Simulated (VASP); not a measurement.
**Cu: single point with PBEsol**

The system is Cu.

```xyz
2
Lattice="2.5674 0.0000 0.0000 -1.2837 2.2235 0.0000 0.0000 0.0000 4.1667" Properties=species:S:1:pos:R:3 pbc="T T T"
Cu    0.0000    1.4823    1.0417
Cu    1.2837    0.7412    3.1250
```

```yaml
Program: VASP 6.6.1
Task: single point
Functional: PBEsol
Potentials_or_basis: VASP PAW PBE potentials, release 64 (Cu)
Cutoff: 520 eV
k_mesh: 13 × 13 × 7
Occupations: fermi-dirac, width 0.1 eV
Spin: no spin polarisation
```

| Item | Value |
| --- | --- |
| Pressure | -6.6 GPa |
| Band gap on the k mesh | zero (band 11 reaches 10.29 eV, above the bottom of band 12 at 5.44 eV) |

Stress tensor (GPa, compression positive):
```
-7.68  0.00  0.00
 0.00 -7.68  0.00
 0.00  0.00 -4.54
```

Levels at points of the mesh, in eV from the Fermi level:
```
           k point  band 8  band 9  band 10  band 11  band 12  band 13  band 14  band 15
(0.00, 0.00, 0.00)   -2.47   -2.47    -1.71    -1.71    -0.95     3.79    21.21    21.45
```

It took 31 s on 1 thread of AMD EPYC 7R43 64-Core Processor (Zen 3), on a shared host, peak memory 0.12 GiB.

Caveat: the PAW data sets were made with another functional, which shifts forces and pressure a little.
